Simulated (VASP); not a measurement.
# Ca2Zr2N (I4/mmm) in VASP: further runs

The runs below take Ca2Zr2N through single point, relaxation of cell and atoms, with PBE.

Program: VASP 6.6.1. These are calculated values, not measurements. Logs are shortened: lines on timing, memory, paths and dates and some standing lists are left out, and cuts for length are marked.

## Step 1: The cell of the first run

Symmetry: I4/mmm, No. 139, tetragonal system. Conventional cell: a = 6.651 Å, b = 6.651 Å, c = 6.979 Å, α = 90.00°, β = 90.00°, γ = 90.00°. Within 4.4 Å of Ca (site symmetry -4m2) lie 4 Zr at 3.33 Å and 2 Ca at 3.49 Å and 4 N at 3.76 Å. Within 2.5 Å of Zr (site symmetry 4mm) lie 1 N at 1.91 Å. N (site symmetry 4/mmm) has 2 Zr at 1.91 Å within 2.5 Å.

The cell was built from a structure type or drawn by symmetry, and may not be a known phase.

## Step 2: Single point, PBE

INCAR

```
SYSTEM = Ca2Zr2N
PREC = Accurate ; ENCUT = 520
EDIFF = 1E-7 ; ISMEAR = 0
SIGMA = 0.1 ; LREAL = .False.
LASPH = .True. ; NELM = 60
ALGO = Normal ; ISIF = 2
LWAVE = .False. ; LCHARG = .False.
GGA = PE ; NBANDS = 32
```

KPOINTS

```
Automatic mesh
0
Gamma
  6 6 6
  0 0 0
```

POSCAR

```
Ca2Zr2N
1.0
   -3.3253818448      3.3253818448      3.4893436154
    3.3253818448     -3.3253818448      3.4893436154
    3.3253818448      3.3253818448     -3.4893436154
Ca Zr N
2 2 1
Direct
    0.7500000000      0.2500000000      0.5000000000
    0.2500000000      0.7500000000      0.5000000000
    0.7257144487      0.7257144487      0.0000000000
    0.2742855513      0.2742855513      0.0000000000
    0.0000000000      0.0000000000      0.0000000000
```

Potentials or basis: VASP PAW PBE potentials, release 64 (Ca_sv, Zr_sv, N).

Started as:

```bash
$ cat potpaw_PBE.64/Ca_sv/POTCAR potpaw_PBE.64/Zr_sv/POTCAR potpaw_PBE.64/N/POTCAR > POTCAR
$ mpirun -np 1 vasp_std > vasp.out
```

OUTCAR:

```text
SYSTEM = Ca2Zr2N
   PREC = Accurate
   ENCUT = 520
   EDIFF = 1E-7
   ISMEAR = 0
   LREAL = .False.
   LASPH = .True.
   NELM = 60
   ISIF = 2
   GGA = PE

 ion  position               nearest neighbor table
   1  0.750  0.250  0.500-   4 3.33   3 3.33   4 3.33   3 3.33
   2  0.250  0.750  0.500-   4 3.33   3 3.33   4 3.33   3 3.33
   3  0.726  0.726  0.000-   5 1.91   4 3.15   2 3.33   1 3.33   1 3.33   2 3.33   4 3.83
   4  0.274  0.274  0.000-   5 1.91   3 3.15   1 3.33   2 3.33   2 3.33   1 3.33   3 3.83
   5  0.000  0.000  0.000-   3 1.91   4 1.91

  LATTYP: Found a body centered tetragonal cell.
 ALAT       =     6.6507636896
 C/A-ratio  =     1.0493061484

  Lattice vectors:

 A1 = (  -3.3253818448,   3.3253818448,   3.4893436154)
 A2 = (   3.3253818448,  -3.3253818448,   3.4893436154)
 A3 = (   3.3253818448,   3.3253818448,  -3.4893436154)

Analysis of symmetry for initial positions (statically):
=====================================================================
 Subroutine PRICEL returns:
 Original cell was already a primitive cell.

 Routine SETGRP: Setting up the symmetry group for a
 body centered tetragonal supercell.

 Subroutine GETGRP returns: Found 16 space group operations
 (whereof 16 operations were pure point group operations)
 out of a pool of 16 trial point group operations.

The static configuration has the point symmetry D_4h.

Analysis of symmetry for dynamics (positions and initial velocities):
=====================================================================
 Subroutine PRICEL returns:
 Original cell was already a primitive cell.

 Routine SETGRP: Setting up the symmetry group for a
 body centered tetragonal supercell.

 Subroutine GETGRP returns: Found 16 space group operations
 (whereof 16 operations were pure point group operations)
 out of a pool of 16 trial point group operations.

The dynamic configuration has the point symmetry D_4h.

 Subroutine INISYM returns: Found 16 space group operations
 (whereof 16 operations are pure point group operations),
 and found     1 'primitive' translations

----------------------------------------------------------------------------------------

                                     Primitive cell

  volume of cell :     154.3429

  direct lattice vectors                    reciprocal lattice vectors
    -3.325381845  3.325381845  3.489343615     0.000000000  0.150358673  0.143293426
     3.325381845 -3.325381845  3.489343615     0.150358673  0.000000000  0.143293426
     3.325381845  3.325381845 -3.489343615     0.150358673  0.150358673  0.000000000

  length of vectors
     5.855924154  5.855924154  5.855924154     0.207703482  0.207703482  0.212639274

  position of ions in fractional coordinates (direct lattice)
     0.750000000  0.250000000  0.500000000
     0.250000000  0.750000000  0.500000000
     0.725714449  0.725714449  0.000000000
     0.274285551  0.274285551  0.000000000
     0.000000000  0.000000000  0.000000000

  ion indices of the primitive-cell ions
   primitive index   ion index
                 1           1
                 2           2
                 3           3
                 4           4
                 5           5

----------------------------------------------------------------------------------------

 KPOINTS: Automatic mesh

Automatic generation of k-mesh.
 Grid dimensions read from file:
 generate k-points for:    6    6    6

 Generating k-lattice:

  Cartesian coordinates                     Fractional coordinates (reciprocal lattice)
     0.000000000  0.025059779  0.023882238     0.166666667  0.000000000  0.000000000
     0.025059779  0.000000000  0.023882238     0.000000000  0.166666667  0.000000000
     0.025059779  0.025059779  0.000000000     0.000000000  0.000000000  0.166666667

  Length of vectors
     0.034617247  0.034617247  0.035439879

  Shift w.r.t. Gamma in fractional coordinates (k-lattice)
     0.000000000  0.000000000  0.000000000

 Subroutine IBZKPT returns following result:
 ===========================================

 Found     30 irreducible k-points:

 Following reciprocal coordinates:
            Coordinates               Weight
  0.000000  0.000000  0.000000      1.000000
  0.166667  0.000000 -0.000000      8.000000
  0.333333  0.000000 -0.000000      8.000000
  0.500000  0.000000  0.000000      4.000000
  0.166667  0.166667 -0.000000      8.000000
  0.333333  0.166667 -0.000000     16.000000
[... 16 lines left out ...]
 -0.333333 -0.333333  0.166667      8.000000
 -0.166667 -0.333333  0.166667      8.000000
 [... further k-points ...]
   k-points           NKPTS =     30   k-points in BZ     NKDIM =     30   number of bands    NBANDS=     32
   number of dos      NEDOS =    301   number of ions     NIONS =      5
   total plane-waves  NPLWV = 110592
   dimension x,y,z NGX =    48 NGY =   48 NGZ =   48
   dimension x,y,z NGXF=    96 NGYF=   96 NGZF=   96
   ions per type =               2   2   1
   NGX,Y,Z   is equivalent  to a cutoff of  13.63, 13.63, 13.63 a.u.
   NGXF,Y,Z  is equivalent  to a cutoff of  27.25, 27.25, 27.25 a.u.
 SYSTEM =  Ca2Zr2N
   PREC   = accura    normal or accurate (medium, high low for compatibility)
   ISTART =      0    job   : 0-new  1-cont  2-samecut
   ICHARG =      2    charge: 1-file 2-atom 10-const
   ISPIN  =      1    spin polarized calculation?
   LNONCOLLINEAR =      F non collinear calculations
   LSORBIT =      F    spin-orbit coupling
   LASPH  =      T    aspherical Exc in radial PAW
   ENCUT  =  520.0 eV  38.22 Ry    6.18 a.u.  10.89 10.89 10.89*2*pi/ulx,y,z
   NELM   =     60;   NELMIN=  2; NELMDL= -5     # of ELM steps
   EDIFF  = 0.1E-06   stopping-criterion for ELM
   LREAL  =      F    real-space projection
   EDIFFG = 0.1E-05   stopping-criterion for IOM
   NSW    =      0    number of steps for IOM
   IBRION =     -1    ionic relax: 0-MD 1-quasi-New 2-CG
   NFREE  =      0    steps in history (QN), initial steepest desc. (CG)
   ISIF   =      2    stress and relaxation
   ISYM   =      2    0-nonsym 1-usesym 2-fastsym
   POTIM  = 0.5000    time-step for ionic-motion
   TEBEG  =    0.0;   TEEND  =   0.0 temperature during run
   PSTRESS=    0.0 pullay stress
   NELECT =      49.0000    total number of electrons
   NUPDOWN=      -1.0000    fix difference up-down
   EMIN   =  10.00;   EMAX   =-10.00  energy-range for DOS
   EFERMI =   0.00;   METHOD = LEGACY
   ISMEAR =     0;   SIGMA  =   0.10  broadening in eV -4-tet -1-fermi 0-gaus
   EFERMI_NEDOS =   21; number of points for ismear=-14 and -15
   IALGO  =     38    algorithm
   IMIX   =      4    mixing-type and parameters
     AMIX     =   0.40;   BMIX     =  1.00
     AMIX_MAG =   1.60;   BMIX_MAG =  1.00
  volume/ion in A,a.u.               =      30.87       208.31
  Fermi-wavevector in a.u.,A,eV,Ry     =   1.116807  2.110458 16.969958  1.247257
  Thomas-Fermi vector in A             =   2.253424
   LORBIT       =      0    0 simple, 1 ext, 2 COOP (PROOUT), +10 PAW based schemes
   GGA     = PE    functional components
   LHFCALC =     F    Hartree Fock is set to
   AEXX    =    0.0000 exact exchange contribution
   IVDW    =     0    specifies the selected vdW correction
   LEPSILON=     F    determine dielectric tensor
   LRPA    =     F    only Hartree local field effects (RPA)
 non-spin polarized calculation
 Gauss-broadening in eV      SIGMA  =   0.10
  energy-cutoff  :      520.00
  volume of cell :      154.34
 maximum number of plane-waves:      4174
 NGX is ok and might be reduce to    48
   NGX = 21   NGY = 21   NGZ = 21

 number of electron      49.0000003 magnetization

 Free energy of the ion-electron system (eV)
  ---------------------------------------------------
  ext. energy  EPLUGINS =         0.00000000
  ---------------------------------------------------
  free energy    TOTEN  =       -26.40449027 eV

  energy without entropy =      -26.34917255  energy(sigma->0) =      -26.37683141

 E-fermi :   3.5635     XC(G=0):  -8.6456

 val. band max:        3.5493750052   @ k =   0.5000   0.0000   0.0000
 cond. band min:       3.5647373881   @ k =  -0.3333   0.3333   0.0000
 fundamental gap:      0.0153623828
 Fermi energy:         3.5634647944

 k-point     1 :       0.0000    0.0000    0.0000
  band No.  band energies     occupation
      1     -45.7195      2.00000
      2     -45.6874      2.00000
      3     -38.1683      2.00000
      4     -38.1484      2.00000
      5     -24.1828      2.00000
      6     -23.7831      2.00000
[... 24 lines left out ...]
     31       5.3974      0.00000
     32       5.4387      0.00000

 k-point     2 :       0.1667    0.0000   -0.0000
  band No.  band energies     occupation
      1     -45.7185      2.00000
      2     -45.6884      2.00000
      3     -38.1670      2.00000
      4     -38.1497      2.00000
      5     -24.1573      2.00000
      6     -23.7820      2.00000
[... 24 lines left out ...]
     31       5.4787      0.00000
     32       5.6950      0.00000

 k-point     3 :       0.3333    0.0000   -0.0000
  band No.  band energies     occupation
      1     -45.7165      2.00000
      2     -45.6905      2.00000
      3     -38.1634      2.00000
      4     -38.1534      2.00000
      5     -24.0892      2.00000
      6     -23.8550      2.00000
[... 24 lines left out ...]
     31       5.6994      0.00000
     32       5.9423      0.00000

 k-point     4 :       0.5000    0.0000    0.0000
  band No.  band energies     occupation
      1     -45.7153      2.00000
      2     -45.6917      2.00000
      3     -38.1585      2.00000
      4     -38.1585      2.00000
      5     -24.0274      2.00000
      6     -23.9196      2.00000
[... 654 lines left out ...]
     31       5.3757      0.00000
     32       6.0263      0.00000

 k-point    23 :      -0.3333   -0.3333    0.1667
  band No.  band energies     occupation
      1     -45.7163      2.00000
      2     -45.6906      2.00000
      3     -38.1631      2.00000
      4     -38.1537      2.00000
      5     -24.0901      2.00000
      6     -23.8544      2.00000
[... 24 lines left out ...]
     31       5.1553      0.00000
     32       5.8292      0.00000

 k-point    24 :      -0.1667   -0.3333    0.1667
  band No.  band energies     occupation
      1     -45.7153      2.00000
      2     -45.6917      2.00000
      3     -38.1586      2.00000
      4     -38.1582      2.00000
      5     -24.0274      2.00000
      6     -23.9196      2.00000
[... 24 lines left out ...]
     31       5.4378      0.00000
     32       5.8159      0.00000

 [... further k-points ...]

------------------------ aborting loop because EDIFF is reached ----------------------------------------

  FORCE on cell =-STRESS in cart. coord.  units (eV):
  Direction    XX          YY          ZZ          XY          YZ          ZX
  --------------------------------------------------------------------------------------
  -------------------------------------------------------------------------------------
  Total        0.0198870      0.0198870      0.1912632      0.0000000     -0.0000000     -0.0000000
  in kB        0.2064399      0.2064399      1.9854327      0.0000000     -0.0000000     -0.0000000
  external PRESSURE =       0.7994375 kB  Pullay stress =       0.0000000 kB

 VOLUME and BASIS-vectors are now :
 -----------------------------------------------------------------------------
  energy-cutoff  :      520.00
  volume of cell :      154.34
      direct lattice vectors                 reciprocal lattice vectors
    -3.325381845  3.325381845  3.489343615     0.000000000  0.150358673  0.143293426
     3.325381845 -3.325381845  3.489343615     0.150358673  0.000000000  0.143293426
     3.325381845  3.325381845 -3.489343615     0.150358673  0.150358673  0.000000000

 POSITION                                       TOTAL-FORCE (eV/Angst)
 -----------------------------------------------------------------------------------
     -0.00000      3.32538      1.74467        -0.000000     -0.000000      0.000000
      3.32538     -0.00000      1.74467        -0.000000     -0.000000      0.000000
      0.00000      0.00000      5.06453        -0.000000     -0.000000     -0.068089
      0.00000      0.00000      1.91415         0.000000      0.000000      0.068089
      0.00000      0.00000      0.00000        -0.000000     -0.000000     -0.000000
 -----------------------------------------------------------------------------------
    total drift:                                0.000000      0.000000     -0.000000

  FREE ENERGIE OF THE ION-ELECTRON SYSTEM (eV)
  ---------------------------------------------------
  free  energy   TOTEN  =       -26.4044902652 eV

  energy  without entropy=      -26.3491725487  energy(sigma->0) =      -26.37683141
```

It took 100 s on 1 thread of Intel Xeon 6975P-C (Granite Rapids), shared host; peak memory 0.41 GiB.

Results:

| Item | Value |
| --- | --- |
| Free energy | -26.4045 eV |
| Pressure | 0.1 GPa |
| Largest force | 0.068 eV/Å |
| Band gap on the k mesh | zero (an odd number of electrons rules out a gap without spin polarisation) |

Forces on the atoms (eV/Å):
```
Ca   0.000  0.000  0.000
Ca   0.000  0.000  0.000
Zr   0.000  0.000 -0.068
Zr   0.000  0.000  0.068
N    0.000  0.000  0.000
```

Stress tensor (GPa, compression positive):
```
0.02 0.00 0.00
0.00 0.02 0.00
0.00 0.00 0.20
```

## Step 3: Single point, PBE

This run uses another cell than the first one, of 20.71 Å³/atom.

INCAR

```
SYSTEM = Ca2Zr2N
PREC = Accurate ; ENCUT = 520
EDIFF = 1E-7 ; ISMEAR = 0
SIGMA = 0.1 ; LREAL = .FALSE.
LASPH = .TRUE. ; NELM = 100
ALGO = Normal ; ISIF = 2
LWAVE = .FALSE. ; LCHARG = .FALSE.
GGA = PE ; NBANDS = 32
```

KPOINTS

```
Automatic mesh
0
G
  6 6 6
  0 0 0
```

POSCAR

```
Ca2Zr2N
1.0
   -2.5106414500      2.5106414500      4.1067892900
    2.5106414500     -2.5106414500      4.1067892900
    2.5106414500      2.5106414500     -4.1067892900
Ca Zr N
2 2 1
Direct
    0.7500000000      0.2500000000      0.5000000000
    0.2500000000      0.7500000000      0.5000000000
    0.7370683500      0.7370683500      0.0000000000
    0.2629316500      0.2629316500      0.0000000000
    0.0000000000      0.0000000000      0.0000000000
```

Potentials or basis: VASP PAW PBE potentials, release 64 (Ca_sv, Zr_sv, N).

Started as:

```bash
$ cat potpaw_PBE.64/Ca_sv/POTCAR potpaw_PBE.64/Zr_sv/POTCAR potpaw_PBE.64/N/POTCAR > POTCAR
$ mpirun -np 1 vasp_std > vasp.out
```

Run time: 63 s. Hardware: 1 thread of Intel Xeon 6975P-C (Granite Rapids), shared host; peak memory 0.29 GiB.

The run converged. Its results:

```yaml
Free_energy: -18.9951 eV
Pressure: 18.5 GPa
Largest_force: 1.550 eV/Å
Band_gap_on_the_k_mesh: zero (an odd number of electrons rules out a gap without spin polarisation)
```

Forces on the atoms (eV/Å):
```
Ca   0.000  0.000  0.000
Ca   0.000  0.000  0.000
Zr   0.000  0.000  1.550
Zr   0.000  0.000 -1.550
N    0.000  0.000  0.000
```

Stress tensor (GPa, compression positive):
```
 37.92   0.00   0.00
  0.00  37.92   0.00
  0.00   0.00 -20.24
```

Levels at points of the mesh, in eV from the Fermi level:
| k point | band 21 | band 22 | band 23 | band 24 | band 25 | band 26 | band 27 | band 28 | band 29 | band 30 |
| --- | --- | --- | --- | --- | --- | --- | --- | --- | --- | --- |
| (0.00, 0.00, 0.00) | -3.18 | -3.00 | -1.24 | -0.37 | -0.18 | 0.76 | 0.95 | 0.95 | 1.10 | 1.10 |
| (0.50, 0.00, 0.00) | -1.25 | -1.13 | -1.01 | -0.91 | -0.69 | -0.11 | 0.70 | 1.46 | 1.64 | 1.96 |
| (0.50, 0.50, 0.00) | -1.06 | -0.33 | -0.04 | 0.56 | 0.57 | 0.92 | 1.80 | 1.82 | 2.18 | 2.32 |
| (0.50, 0.50, 0.50) | -2.61 | -2.17 | -1.21 | -0.82 | -0.82 | -0.80 | -0.36 | 0.62 | 0.95 | 0.95 |

Caveat: the cell stands under pressure; forces of over 1 eV/Å act on the atoms, so gaps and moduli don't describe the material at rest.

## Step 4: Relaxation of cell and atoms, PBE

This run uses another cell than the first one, of 20.71 Å³/atom.

INCAR

```
SYSTEM = Ca2Zr2N
  PREC = Accurate
  ENCUT = 600
  EDIFF = 1E-7
  ISMEAR = 0
  SIGMA = 0.1
  LREAL = .False.
  LASPH = .True.
  NELM = 100
  ALGO = Normal
  ISIF = 3
  LWAVE = .False.
  LCHARG = .False.
  GGA = PE
  IBRION = 2
  NSW = 90
  EDIFFG = -0.04
```

KPOINTS

```
regular mesh
0
Gamma
  6 6 6
  0 0 0
```

POSCAR is that of step 3.

Started as:

```bash
$ cat potpaw_PBE.64/Ca_sv/POTCAR potpaw_PBE.64/Zr_sv/POTCAR potpaw_PBE.64/N/POTCAR > POTCAR
$ mpirun -np 1 vasp_std > vasp.out
```

It took 17 min on 1 thread of Intel Xeon 6975P-C (Granite Rapids), shared host; peak memory 0.42 GiB.

It converged, with:

- Free energy: -26.2920 eV
- Relaxed volume: 30.07 Å³/atom
- Relaxed cell: a = 5.807 Å, b = 5.807 Å, c = 5.807 Å, α = 111.23°, β = 111.23°, γ = 106.01°
- Space group after relaxing (to 0.1 Å): I4/mmm (No. 139)
- Energy gained by relaxing: 1458.8 meV/atom
- Ionic steps: 16
- Pressure after relaxing: 0.0 GPa
- Largest force after relaxing: 0.003 eV/Å
- Band gap on the k mesh: zero (an odd number of electrons rules out a gap without spin polarisation)

Forces on the atoms (eV/Å):
```
Ca   0.000  0.000  0.000
Ca   0.000  0.000  0.000
Zr   0.000  0.000  0.003
Zr   0.000  0.000 -0.003
N    0.000  0.000  0.000
```

The path:
| step | energy change (eV) | largest force (eV/Å) | pressure (GPa) | volume (Å³) |
| --- | --- | --- | --- | --- |
| 1 | 0.0000 | 1.5502 | 18.52 | 103.55 |
| 2 | -6.7745 | 2.9829 | 7.29 | 138.29 |
| 3 | -6.7610 | 3.3703 | 7.43 | 139.32 |
| 4 | -6.2133 | 3.0740 | -6.99 | 178.65 |
| 5 | -7.2175 | 0.2762 | -0.30 | 153.18 |
| 6 | -7.2193 | 0.1341 | 0.02 | 152.41 |
| 7 | -7.2194 | 0.0833 | 0.13 | 152.14 |
| 8 | -7.2617 | 0.2199 | -0.31 | 155.94 |
| 9 | -7.2627 | 0.2736 | -0.38 | 156.59 |
| 10 | -7.2722 | 0.2285 | -0.33 | 155.57 |
| 11 | -7.2905 | 0.1060 | -0.14 | 152.53 |
| 12 | -7.2813 | 0.0469 | 0.46 | 146.48 |
| 13 | -7.2939 | 0.0794 | 0.08 | 150.44 |
| 14 | -7.2939 | 0.0735 | 0.10 | 150.26 |
| 15 | -7.2889 | 0.3391 | -0.53 | 150.81 |
| 16 | -7.2942 | 0.0034 | -0.02 | 150.36 |

Final structure:
```
CELL_PARAMETERS angstrom
-3.27969 3.27969 3.49469
3.27969 -3.27969 3.49469
3.27969 3.27969 -3.49469
ATOMIC_POSITIONS crystal
Ca 0.75000 0.25000 0.50000
Ca 0.25000 0.75000 0.50000
Zr 0.72553 0.72553 0.00000
Zr 0.27447 0.27447 0.00000
N 0.00000 0.00000 0.00000
```

Levels at points of the mesh, in eV from the Fermi level:
```csv
k point,band 22,band 23,band 24,band 25,band 26,band 27
"(0.00, 0.00, 0.00)",-1.24,-0.24,-0.11,0.49,0.51,0.69
"(0.50, 0.00, 0.00)",-1.75,-0.66,-0.02,-0.01,0.00,0.35
"(0.50, 0.50, 0.00)",-1.51,-0.20,-0.20,0.30,0.58,0.80
"(0.50, 0.50, 0.50)",-1.41,-1.03,-0.39,-0.24,-0.24,0.06
```

Caveat: the volume moved by over 15 % at a fixed basis, so the end points are rough.

## Step 5: Summary

```tsv
task	cell	cutoff (eV)	gap on the mesh (eV)	pressure (GPa)	largest force (eV/Å)
single point	a = 5.856 Å, angles 110.8, 110.8, 106.9°, 5 atoms, atomic positions A	520	none	0.1	0.07
single point	a = 5.429 Å, angles 124.9, 124.9, 81.7°, 5 atoms, atomic positions B	520	none	18.5	1.55
relaxation of cell and atoms	relaxed from a = 5.429 Å, angles 124.9, 124.9, 81.7°, 5 atoms, atomic positions B	600	none	0.0	-
```

Alike in all rows: level PBE; potentials or basis VASP PAW PBE potentials, release 64 (Ca_sv, Zr_sv, N); no spin polarisation; k mesh 6 × 6 × 6; smearing gaussian 0.1 eV.

Caveats: the cell stands under pressure (at least some runs); forces of over 1 eV/Å act on the atoms, so gaps and moduli don't describe the material at rest (at least some runs); the volume moved by over 15 % at a fixed basis, so the end points are rough (at least some runs).

Total energies depend on the potentials used, so only differences within one code and one set of settings carry meaning.
